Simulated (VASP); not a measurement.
Ni, 1 atom in the cell. Symmetry: Fm-3m, No. 225, cubic system. Conventional cell: a = 3.463 Å, b = 3.463 Å, c = 3.463 Å, α = 90.00°, β = 90.00°, γ = 90.00°. Within 3.2 Å of Ni (site symmetry m-3m) lie 12 Ni at 2.45 Å. 

| Quantity | Value |
| --- | --- |
| Program | VASP 6.6.1 |
| Task | single point |
| Functional | r2SCAN |
| Potentials or basis | VASP PAW PBE potentials, release 64 (Ni) |
| Cutoff | 520 eV |
| k mesh | 20 × 20 × 20 |
| Occupations | gaussian, width 0.05 eV |
| Spin | collinear spin, ferromagnetic start |
| Starting moments | [0.93] μB |
| Dipole correction | no |
| Further INCAR settings | ALGO = Normal; EDIFF = 1e-06; NBANDS = 15 |

Potentials or basis: VASP PAW PBE potentials, release 64 (Ni).

Run with:

```sh
$ cat potpaw_PBE.64/Ni/POTCAR > POTCAR
$ cp INCAR.step1 INCAR
$ mpirun -np 1 vasp_std > vasp.out
$ cp INCAR.step2 INCAR
$ mpirun -np 1 vasp_std > vasp.out
```

Hardware: 1 thread of Intel(R) Xeon(R) 6975P-C (Granite Rapids) (shared host).

Problem. How long does it take, and how much memory?

Solution. It took 2.1 min on 1 thread of Intel(R) Xeon(R) 6975P-C (Granite Rapids), with other jobs on the host, peak memory 0.17 GiB. Counts: k points 256.
